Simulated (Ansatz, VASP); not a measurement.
Two plane-wave programs on Pd

Contents of INCAR:

```
SYSTEM = Pd
PREC = Accurate ; ENCUT = 520
EDIFF = 1E-6 ; ISMEAR = -1
SIGMA = 0.05 ; LREAL = .FALSE.
LASPH = .TRUE. ; NELM = 150
ALGO = Normal ; ISIF = 2
LWAVE = .FALSE. ; LCHARG = .FALSE.
ISPIN = 2 ; MAGMOM = -0.424 -0.424
LORBIT = 11 ; LMAXMIX = 4
GGA = B5 ; ALDAX = 1.0
AGGAX = 1.0 ; AGGAC = 1.0
ALDAC = 0.0 ; NBANDS = 21
```

Contents of KPOINTS:

```
Automatic mesh
0
G
  10 10 10
  0 0 0
```

Contents of POSCAR:

```
Pd
1.0
    0.0000000000      2.8409152539      2.8409152539
    2.8409152539      0.0000000000      2.8409152539
    2.8409152539      2.8409152539      0.0000000000
Pd
2
Direct
    0.1250000000      0.1250000000      0.1250000000
    0.8750000000      0.8750000000      0.8750000000
```

Input for Ansatz:

```yaml
crystal:
  lattice:
    - [0.0, 2.8409152539, 2.8409152539]
    - [2.8409152539, 0.0, 2.8409152539]
    - [2.8409152539, 2.8409152539, 0.0]
  atoms:
    - { symbol: Pd, position: [0.125, 0.125, 0.125], spin: -0.424 }
    - { symbol: Pd, position: [0.875, 0.875, 0.875], spin: -0.424 }
hamiltonian:
  xc: blyp
  pseudopotentials:
    kind: paw
    azcp:
      Pd: "pseudopotentials/Pd.paw.azcp"
basis:
  ecutwfc: 420
  fft_grid_basis: typed
kpoints:
  mp_grid: { grid: [10, 10, 10], shift: [0, 0, 0] }
magnetization:
  spin_polarized: true
scf:
  occupations: { method: fermi_dirac, width: 0.05 }
  lower_state_search: "off"
output:
  stress: true
```

Alike in both runs: task single point; functional BLYP; k mesh 10 × 10 × 10; occupations fermi-dirac, width 0.05 eV; collinear spin.

```csv
,VASP,Ansatz
version,VASP 6.6.1,Ansatz 0.2.0
potentials or method,"VASP PAW PBE potentials, release 64 (Pd), cutoff 520 eV","plane waves (420 eV) with PAW, scalar-relativistic"
valence electrons in the cell,20,36
```

|  | VASP | Ansatz | Ansatz less VASP |
| --- | --- | --- | --- |
| pressure (GPa) | 10.1 | 10.2 | +0.07 |
| net moment per atom (μB) | 0.45 | 0.45 | +0.002 |
| size of the moment on the site where the two differ most (μB) | 0.44 | 0.43 | -0.002 |

VASP's potentials were made for PBE, not for BLYP. Site moments also hang on the region over which each program counts them. VASP's potentials hold 20 valence electrons a cell and Ansatz's 36, so a difference there can come from the potentials and not from the codes.
